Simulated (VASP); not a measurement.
# Se in VASP: settings compared

The runs below take Se through single point, with BLYP+D3(BJ), r2SCAN, HSE06, PBE0.

Program: VASP 6.6.1. These are calculated values, not measurements. Logs are shortened: lines on timing, memory, paths and dates and some standing lists are left out, and cuts for length are marked.

## Step 1: The cell of the first run

The typed cell holds 3 atoms: a = 4.355 Å, b = 4.355 Å, c = 4.949 Å, α = 90.00°, β = 90.00°, γ = 120.00°.

## Step 2: Single point, BLYP+D3(BJ) (atoms moved at random)

INCAR reads:

```
AGGAC = 1.0 ; AGGAX = 1.0
ALDAC = 0.0 ; ALDAX = 1.0
ALGO = Normal ; EDIFF = 1E-7
ENCUT = 520 ; GGA = B5
ISIF = 2 ; ISMEAR = 0
IVDW = 12 ; LASPH = True
LCHARG = False ; LREAL = False
LWAVE = False ; NBANDS = 16
NELM = 100 ; PREC = Accurate
SIGMA = 0.05 ; VDW_A1 = 0.4298
VDW_A2 = 4.2359 ; VDW_S6 = 1.0
VDW_S8 = 2.6996
```

KPOINTS reads:

```
k-points
0
Gamma
  7 7 6
```

POSCAR reads:

```
Se
1.0
    4.3551700000      0.0000000000      0.0000000000
   -2.1775850000      3.7716878578      0.0000000000
    0.0000000000      0.0000000000      4.9494500000
Se
3
Direct
    0.7819990000      0.7808610000      0.5006030000
    0.0011690000      0.2150630000      0.8355910000
    0.2187070000     -0.0005320000      0.1682860000
```

Potentials or basis: VASP PAW PBE potentials, release 64 (Se).

Started as:

```sh
$ cat potpaw_PBE.64/Se/POTCAR > POTCAR
$ mpirun -np 1 vasp_std > vasp.out
```

OUTCAR:

```text
EDIFF = 1E-7
   ENCUT = 520
   GGA = B5
   ISIF = 2
   ISMEAR = 0
   IVDW = 12
   LASPH = True
   LREAL = False
   NELM = 100
   PREC = Accurate
 IVDW          = 12

 ion  position               nearest neighbor table
   1  0.782  0.781  0.501-   3 2.33   2 2.33
   2  0.001  0.215  0.836-   3 2.32   1 2.33
   3  0.219  0.999  0.168-   2 2.32   1 2.33

  LATTYP: Found a hexagonal cell.
 ALAT       =     4.3551700000
 C/A-ratio  =     1.1364539157

  Lattice vectors:

 A1 = (   4.3551700000,   0.0000000000,   0.0000000000)
 A2 = (  -2.1775850000,   3.7716878578,   0.0000000000)
 A3 = (   0.0000000000,   0.0000000000,   4.9494500000)

Analysis of symmetry for initial positions (statically):
=====================================================================
 Subroutine PRICEL returns:
 Original cell was already a primitive cell.

 Routine SETGRP: Setting up the symmetry group for a
 hexagonal supercell.

 Subroutine GETGRP returns: Found  1 space group operations
 (whereof  1 operations were pure point group operations)
 out of a pool of 24 trial point group operations.

The static configuration has the point symmetry C_1 .

Analysis of symmetry for dynamics (positions and initial velocities):
=====================================================================
 Subroutine PRICEL returns:
 Original cell was already a primitive cell.

 Routine SETGRP: Setting up the symmetry group for a
 hexagonal supercell.

 Subroutine GETGRP returns: Found  1 space group operations
 (whereof  1 operations were pure point group operations)
 out of a pool of 24 trial point group operations.

The dynamic configuration has the point symmetry C_1 .

 Subroutine INISYM returns: Found  1 space group operations
 (whereof  1 operations are pure point group operations),
 and found     1 'primitive' translations

----------------------------------------------------------------------------------------

                                     Primitive cell

  volume of cell :      81.3014

  direct lattice vectors                    reciprocal lattice vectors
     4.355170000  0.000000000  0.000000000     0.229612162  0.132566644  0.000000000
    -2.177585000  3.771687858  0.000000000     0.000000000  0.265133287  0.000000000
     0.000000000  0.000000000  4.949450000     0.000000000  0.000000000  0.202042651

  length of vectors
     4.355170000  4.355170000  4.949450000     0.265133287  0.265133287  0.202042651

  position of ions in fractional coordinates (direct lattice)
     0.781999000  0.780861000  0.500603000
     0.001169000  0.215063000  0.835591000
     0.218707000  0.999468000  0.168286000

  ion indices of the primitive-cell ions
   primitive index   ion index
                 1           1
                 2           2
                 3           3

----------------------------------------------------------------------------------------

 KPOINTS: k-points

Automatic generation of k-mesh.
 Grid dimensions read from file:
 generate k-points for:    7    7    6

 Generating k-lattice:

  Cartesian coordinates                     Fractional coordinates (reciprocal lattice)
     0.032801737  0.018938092  0.000000000     0.142857143  0.000000000  0.000000000
     0.000000000  0.037876184  0.000000000     0.000000000  0.142857143  0.000000000
     0.000000000  0.000000000  0.033673775     0.000000000  0.000000000  0.166666667

  Length of vectors
     0.037876184  0.037876184  0.033673775

  Shift w.r.t. Gamma in fractional coordinates (k-lattice)
     0.000000000  0.000000000  0.000000000

 Subroutine IBZKPT returns following result:
 ===========================================

 Found    148 irreducible k-points:

 Following reciprocal coordinates:
            Coordinates               Weight
  0.000000  0.000000  0.000000      1.000000
  0.142857  0.000000  0.000000      2.000000
  0.000000  0.142857  0.000000      2.000000
 -0.142857  0.142857  0.000000      2.000000
  0.285714  0.000000  0.000000      2.000000
  0.000000  0.285714  0.000000      2.000000
[... 16 lines left out ...]
  0.285714  0.285714  0.000000      2.000000
 -0.285714 -0.428571  0.000000      2.000000
 [... further k-points ...]
   k-points           NKPTS =    148   k-points in BZ     NKDIM =    148   number of bands    NBANDS=     16
   number of dos      NEDOS =    301   number of ions     NIONS =      3
   total plane-waves  NPLWV =  40960
   dimension x,y,z NGX =    32 NGY =   32 NGZ =   40
   dimension x,y,z NGXF=    64 NGYF=   64 NGZF=   80
   ions per type =               3
   NGX,Y,Z   is equivalent  to a cutoff of  12.22, 12.22, 13.44 a.u.
   NGXF,Y,Z  is equivalent  to a cutoff of  24.43, 24.43, 26.87 a.u.
 SYSTEM =  unknown system
   PREC   = accura    normal or accurate (medium, high low for compatibility)
   ISTART =      0    job   : 0-new  1-cont  2-samecut
   ICHARG =      2    charge: 1-file 2-atom 10-const
   ISPIN  =      1    spin polarized calculation?
   LNONCOLLINEAR =      F non collinear calculations
   LSORBIT =      F    spin-orbit coupling
   LASPH  =      T    aspherical Exc in radial PAW
   ENCUT  =  520.0 eV  38.22 Ry    6.18 a.u.   8.10  8.10  9.20*2*pi/ulx,y,z
   NELM   =    100;   NELMIN=  2; NELMDL= -5     # of ELM steps
   EDIFF  = 0.1E-06   stopping-criterion for ELM
   LREAL  =      F    real-space projection
   EDIFFG = 0.1E-05   stopping-criterion for IOM
   NSW    =      0    number of steps for IOM
   IBRION =     -1    ionic relax: 0-MD 1-quasi-New 2-CG
   NFREE  =      0    steps in history (QN), initial steepest desc. (CG)
   ISIF   =      2    stress and relaxation
   ISYM   =      2    0-nonsym 1-usesym 2-fastsym
   POTIM  = 0.5000    time-step for ionic-motion
   TEBEG  =    0.0;   TEEND  =   0.0 temperature during run
   PSTRESS=    0.0 pullay stress
   NELECT =      18.0000    total number of electrons
   NUPDOWN=      -1.0000    fix difference up-down
   EMIN   =  10.00;   EMAX   =-10.00  energy-range for DOS
   EFERMI =   0.00;   METHOD = LEGACY
   ISMEAR =     0;   SIGMA  =   0.05  broadening in eV -4-tet -1-fermi 0-gaus
   EFERMI_NEDOS =   21; number of points for ismear=-14 and -15
   IALGO  =     38    algorithm
   IMIX   =      4    mixing-type and parameters
     AMIX     =   0.40;   BMIX     =  1.00
     AMIX_MAG =   1.60;   BMIX_MAG =  1.00
  volume/ion in A,a.u.               =      27.10       182.88
  Fermi-wavevector in a.u.,A,eV,Ry     =   0.990375  1.871538 13.345178  0.980843
  Thomas-Fermi vector in A             =   2.122041
   LORBIT       =      0    0 simple, 1 ext, 2 COOP (PROOUT), +10 PAW based schemes
   GGA     = B5    functional components
   LHFCALC =     F    Hartree Fock is set to
   AEXX    =    0.0000 exact exchange contribution
   IVDW    =    12    specifies the selected vdW correction
   LEPSILON=     F    determine dielectric tensor
   LRPA    =     F    only Hartree local field effects (RPA)
 non-spin polarized calculation
 Gauss-broadening in eV      SIGMA  =   0.05
  energy-cutoff  :      520.00
  volume of cell :       81.30
 maximum number of plane-waves:      2206
   NGX = 17   NGY = 17   NGZ = 19

 number of electron      17.9999997 magnetization

 Free energy of the ion-electron system (eV)
  ---------------------------------------------------
  ext. energy  EPLUGINS =         0.00000000
  ---------------------------------------------------
  free energy    TOTEN  =        -8.72236414 eV

  energy without entropy =       -8.72236414  energy(sigma->0) =       -8.72236414

 E-fermi :   3.3662     XC(G=0):  -8.3131

 val. band max:        3.1435065211   @ k =  -0.1429  -0.4286   0.5000
 cond. band min:       4.2947146731   @ k =   0.4286   0.2857   0.5000
 fundamental gap:      1.1512081520
 Fermi energy:         3.3661895892

 k-point     1 :       0.0000    0.0000    0.0000
  band No.  band energies     occupation
      1     -12.9989      2.00000
      2      -8.7440      2.00000
      3      -8.7119      2.00000
      4      -0.8424      2.00000
      5      -0.8191      2.00000
      6      -0.6307      2.00000
[... 8 lines left out ...]
     15       9.6900      0.00000
     16      11.6351      0.00000

 k-point     2 :       0.1429    0.0000    0.0000
  band No.  band energies     occupation
      1     -12.9272      2.00000
      2      -8.7997      2.00000
      3      -8.7102      2.00000
      4      -1.4046      2.00000
      5      -1.0566      2.00000
      6      -0.4395      2.00000
[... 8 lines left out ...]
     15      10.3817      0.00000
     16      11.5546      0.00000

 k-point     3 :       0.0000    0.1429    0.0000
  band No.  band energies     occupation
      1     -12.9277      2.00000
      2      -8.8033      2.00000
      3      -8.7052      2.00000
      4      -1.3815      2.00000
      5      -1.0703      2.00000
      6      -0.4548      2.00000
[... 8 lines left out ...]
     15      10.3846      0.00000
     16      11.5569      0.00000

 k-point     4 :      -0.1429    0.1429    0.0000
  band No.  band energies     occupation
      1     -12.9277      2.00000
      2      -8.7760      2.00000
      3      -8.7332      2.00000
      4      -1.3905      2.00000
      5      -1.0659      2.00000
      6      -0.4487      2.00000
[... 8 lines left out ...]
     15      10.3882      0.00000
     16      11.5655      0.00000
[... 324 lines left out ...]
 k-point    22 :       0.4286    0.4286    0.0000
  band No.  band energies     occupation
      1     -12.5498      2.00000
      2      -9.0986      2.00000
      3      -8.7601      2.00000
      4      -2.1376      2.00000
      5      -1.7973      2.00000
      6      -0.1402      2.00000
[... 8 lines left out ...]
     15      12.1728      0.00000
     16      13.1893      0.00000

 k-point    23 :       0.2857    0.2857    0.0000
  band No.  band energies     occupation
      1     -12.5294      2.00000
      2      -9.0396      2.00000
      3      -8.8462      2.00000
      4      -2.0596      2.00000
      5      -1.9296      2.00000
      6       0.0548      2.00000
[... 8 lines left out ...]
     15      11.7147      0.00000
     16      12.5763      0.00000

 k-point    24 :      -0.2857   -0.4286    0.0000
  band No.  band energies     occupation
      1     -12.5306      2.00000
      2      -9.0128      2.00000
      3      -8.8715      2.00000
      4      -2.0376      2.00000
      5      -1.9499      2.00000
      6       0.0424      2.00000
[... 8 lines left out ...]
     15      11.7453      0.00000
     16      12.5718      0.00000

 [... further k-points ...]

------------------------ aborting loop because EDIFF is reached ----------------------------------------

 Edisp (eV)   -2.09859

 E8    (eV) :    -1.4996

  FORCE on cell =-STRESS in cart. coord.  units (eV):
  Direction    XX          YY          ZZ          XY          YZ          ZX
  --------------------------------------------------------------------------------------
  -------------------------------------------------------------------------------------
  Total       1.51408     1.44129     3.71408    -0.03006    -0.08501     0.07174
  in kB      29.83744    28.40304    73.19212    -0.59245    -1.67521     1.41382
  external pressure =       43.81 kB  Pullay stress =        0.00 kB

 VOLUME and BASIS-vectors are now :
 -----------------------------------------------------------------------------
  energy-cutoff  :      520.00
  volume of cell :       81.30
      direct lattice vectors                 reciprocal lattice vectors
     4.355170000  0.000000000  0.000000000     0.229612162  0.132566644  0.000000000
    -2.177585000  3.771687858  0.000000000     0.000000000  0.265133287  0.000000000
     0.000000000  0.000000000  4.949450000     0.000000000  0.000000000  0.202042651

 POSITION                                       TOTAL-FORCE (eV/Angst)
 -----------------------------------------------------------------------------------
      1.70535      2.94516      2.47771        -0.732852     -1.283532      0.046962
     -0.46323      0.81115      4.13572        -0.797742      1.318788     -0.080679
     -1.22392      3.76968      0.83292         1.530594     -0.035257      0.033717
 -----------------------------------------------------------------------------------
    total drift:                                0.000125     -0.000087      0.000035

  FREE ENERGIE OF THE ION-ELECTRON SYSTEM (eV)
  ---------------------------------------------------
  free  energy   TOTEN  =       -10.8209541673 eV

  energy  without entropy=      -10.8209541673  energy(sigma->0) =      -10.82095417
```

Run time: 2.6 min. Hardware: 1 thread of Intel Xeon Platinum 8259CL at 2.50GHz (Skylake/Cascade Lake), shared host; peak memory 0.29 GiB.

What came out:

* Free energy: -10.8210 eV
* Pressure: 4.4 GPa
* Largest force: 1.543 eV/Å
* Band gap on the k mesh: 1.15 eV, indirect (least direct gap 1.37 eV)
* Dispersion energy per atom: -0.700 eV

Forces in eV/Å, atoms in the order of the input:
```
Se  -0.733 -1.284  0.047
Se  -0.798  1.319 -0.081
Se   1.531 -0.035  0.034
```

Stress tensor (GPa, compression positive):
```
 2.98 -0.06  0.14
-0.06  2.84 -0.17
 0.14 -0.17  7.32
```

Caveat: the cell differs from its parent crystal (atoms moved at random); the PAW data sets were made with another functional, which shifts forces and pressure a little. A k mesh can miss the band edges.

## Step 3: Single point, r2SCAN

POSCAR reads:

```
Se
1.0
    4.3551700000      0.0000000000      0.0000000000
   -2.1775850000      3.7716878578      0.0000000000
    0.0000000000      0.0000000000      4.9494500000
Se
3
Direct
    0.7830000000      0.7830000000      0.5000000000
    0.0000000000      0.2170000000      0.8333333333
    0.2170000000      0.0000000000      0.1666666667
```

INCAR.step1 reads:

```
SYSTEM = Se
PREC = Accurate ; ENCUT = 520
ISMEAR = -1 ; SIGMA = 0.05
LREAL = .False. ; LASPH = .True.
NELM = 80 ; NBANDS = 16
GGA = PE ; ALGO = Normal
EDIFF = 1E-4 ; LWAVE = .True.
LCHARG = .False.
```

INCAR.step2 reads:

```
SYSTEM = Se
PREC = Accurate ; ENCUT = 520
EDIFF = 1E-6 ; ISMEAR = -1
SIGMA = 0.05 ; LREAL = .False.
LASPH = .True. ; NELM = 80
ALGO = Normal ; ISIF = 2
LWAVE = .False. ; LCHARG = .False.
METAGGA = R2SCAN ; LMIXTAU = .True.
NBANDS = 16 ; ISTART = 1
```

KPOINTS reads:

```
Automatic mesh
0
Gamma
  4 4 3
  0 0 0
```

Potentials or basis: VASP PAW PBE potentials, release 64 (Se).

Started as:

```sh
$ cat potpaw_PBE.64/Se/POTCAR > POTCAR
$ cp INCAR.step1 INCAR
$ mpirun -np 1 vasp_std > vasp.out
$ cp INCAR.step2 INCAR
$ mpirun -np 1 vasp_std > vasp.out
```

Run time: 1.9 min. Hardware: 1 thread of Oxide Virtual Turin-like, shared host; peak memory 0.17 GiB.

It converged, with:

```yaml
Free_energy: -42.8625 eV
Pressure: 4.0 GPa
Largest_force: 0.789 eV/Å
Band_gap_on_the_k_mesh: 1.97 eV, indirect (least direct gap 2.27 eV)
```

Forces in eV/Å, atoms in the order of the input:
```
Se  -0.394 -0.683  0.000
Se  -0.394  0.683  0.000
Se   0.789  0.000  0.000
```

Stress tensor (GPa, compression positive):
```
3.56 0.00 0.00
0.00 3.56 0.00
0.00 0.00 4.98
```

Levels at points of the mesh, in eV from the valence-band top:
```tsv
k point	band 6	band 7	band 8	band 9	band 10	band 11	band 12	band 13
(0.00, 0.00, 0.00)	-3.58	-1.96	-1.96	-0.13	2.65	2.65	3.03	6.96
(0.50, 0.00, 0.00)	-3.24	-2.70	-1.71	-0.79	2.67	3.22	4.94	6.13
```

Caveat: the k points lie up to 0.42 Å⁻¹ apart; the PAW data sets were made with another functional, which shifts forces and pressure a little.

## Step 4: Single point, HSE06

POSCAR is that of step 3.

INCAR.step1 reads:

```
PREC = Accurate ; ENCUT = 520
EDIFF = 1E-5 ; ISMEAR = -1
SIGMA = 0.05 ; LREAL = F
LASPH = T ; NELM = 100
ALGO = Normal ; ISIF = 2
LWAVE = T ; LCHARG = F
GGA = PE ; NBANDS = 16
```

INCAR.step2 reads:

```
PREC = Accurate ; ENCUT = 520
EDIFF = 1E-6 ; ISMEAR = -1
SIGMA = 0.05 ; LREAL = F
LASPH = T ; NELM = 100
ALGO = Normal ; ISIF = 2
LWAVE = F ; LCHARG = F
GGA = PE ; LHFCALC = T
HFSCREEN = 0.2079 ; PRECFOCK = Normal
ISTART = 1 ; NBANDS = 16
```

KPOINTS reads:

```
regular mesh
0
Gamma
  4 4 3
```

Started as:

```sh
$ cat potpaw_PBE.64/Se/POTCAR > POTCAR
$ cp INCAR.step1 INCAR
$ mpirun -np 1 vasp_std > vasp.out
$ cp INCAR.step2 INCAR
$ mpirun -np 1 vasp_std > vasp.out
```

It took 17 min on 1 thread of Oxide Virtual Turin-like, shared host; peak memory 0.27 GiB.

The run converged. Its results:

```yaml
Free_energy: -13.2181 eV
Pressure: 3.3 GPa
Largest_force: 0.571 eV/Å
Band_gap_on_the_k_mesh: 2.59 eV, indirect (least direct gap 2.85 eV)
```

Forces on the atoms (eV/Å):
```
Se  -0.286 -0.495  0.000
Se  -0.286  0.495  0.000
Se   0.571  0.000  0.000
```

Levels at points of the mesh, in eV from the valence-band top:
| k point | band 7 | band 8 | band 9 | band 10 | band 11 | band 12 |
| --- | --- | --- | --- | --- | --- | --- |
| (0.00, 0.00, 0.00) | -2.14 | -2.14 | -0.22 | 3.30 | 3.30 | 3.70 |
| (0.50, 0.00, 0.00) | -2.85 | -1.77 | -0.88 | 3.25 | 3.84 | 5.68 |

Caveat: the k points lie up to 0.42 Å⁻¹ apart; the PAW data sets were made with another functional, which shifts forces and pressure a little.

(Part 1 of 2 ends here.)
